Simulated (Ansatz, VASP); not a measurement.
## Y2Zn3N4 in VASP and in Ansatz

```
CELL_PARAMETERS angstrom
5.80275 -3.58962 0.00000
5.80275 3.58962 0.00000
-0.18997 0.00000 6.34285
ATOMIC_POSITIONS crystal
Y 0.48613 0.23005 0.64164
Y 0.76995 0.51387 0.85836
Y 0.51387 0.76995 0.35836
Y 0.23005 0.48613 0.14164
Zn 0.23653 0.06835 0.02998
Zn 0.93165 0.76346 0.47002
Zn 0.76346 0.93165 0.97002
Zn 0.06835 0.23653 0.52998
Zn 0.26088 0.73912 0.75000
Zn 0.73912 0.26088 0.25000
N 0.31278 0.15404 0.33193
N 0.84596 0.68722 0.16807
N 0.68722 0.84596 0.66807
N 0.15404 0.31278 0.83193
N 0.64907 0.25211 0.97581
N 0.74789 0.35093 0.52419
N 0.35093 0.74789 0.02419
N 0.25211 0.64907 0.47581
```

Alike in both runs: task electric field gradients; functional r2SCAN; k mesh 5 × 5 × 5; occupations fermi-dirac, width 0.02 eV; no spin polarisation.

```csv
,VASP,Ansatz
version,VASP 6.6.1,Ansatz 0.2.0
potentials or method,"VASP PAW PBE potentials, release 64 (Y_sv, Zn, N)","plane-wave PAW, scalar-relativistic"
plane-wave cutoff (eV),580,500
valence electrons in the cell,156,156
```

```tsv
	VASP	Ansatz	Ansatz less VASP
gap on the k mesh at the Fermi level (eV)	1.64	1.63	-0.008
pressure (GPa)	-3.6	-4.1	-0.47
traceless stress, the component that is largest in VASP (GPa)	-0.82	-1.18	-0.363
rms of the force components (eV/Å)	0.080	0.120	+0.0395
size of Vzz on the site where it differs most (V/Å²)	205.8	212.0	+6.25
```

VASP's potentials were made for PBE, not for r2SCAN. Atom by atom the forces differ by 0.043 eV/Å (rms over components).
